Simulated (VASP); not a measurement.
**Pb: single point with PBE**

Pb:

```
Pb
1.0
     3.57348    0.00000    0.00000
    -1.78674    3.09472    0.00000
     0.00000    0.00000   11.54968
Pb
4
Direct
  0.00000 0.00000 0.00000
  0.00000 0.00000 0.50000
  0.33333 0.66667 0.25000
  0.66667 0.33333 0.75000
```

```
Program                : VASP 6.6.1
Task                   : single point
Functional             : PBE
Potentials or basis    : VASP PAW PBE potentials, release 64 (Pb_d)
Cutoff                 : 520 eV
k mesh                 : 13 × 13 × 4
Occupations            : fermi-dirac, width 0.1 eV
Spin                   : no spin polarisation
Dipole correction      : no
Further INCAR settings : ALGO = Normal; EDIFF = 1e-06; NBANDS = 36
```

| Quantity | Value |
| --- | --- |
| Pressure | 0.0 GPa |
| Band gap on the k mesh | zero (band 28 reaches 11.95 eV, above the bottom of band 29 at 5.20 eV) |

Stress tensor (GPa, compression positive):
```
-0.18  0.00  0.00
 0.00 -0.18  0.00
 0.00  0.00  0.43
```

Levels at points of the mesh, in eV from the Fermi level:
```tsv
k point	band 26	band 27	band 28	band 29	band 30	band 31
(0.00, 0.00, 0.00)	0.75	0.76	5.15	5.15	5.91	5.91
(0.00, 0.00, 0.50)	-2.39	4.48	4.48	5.37	5.37	5.37
```

Wall time 3.9 min on 1 thread of AMD EPYC 7R13 (shared host), peak memory 0.37 GiB.

Caveat: spin-orbit coupling is left out, which moves the levels of the heavy elements.
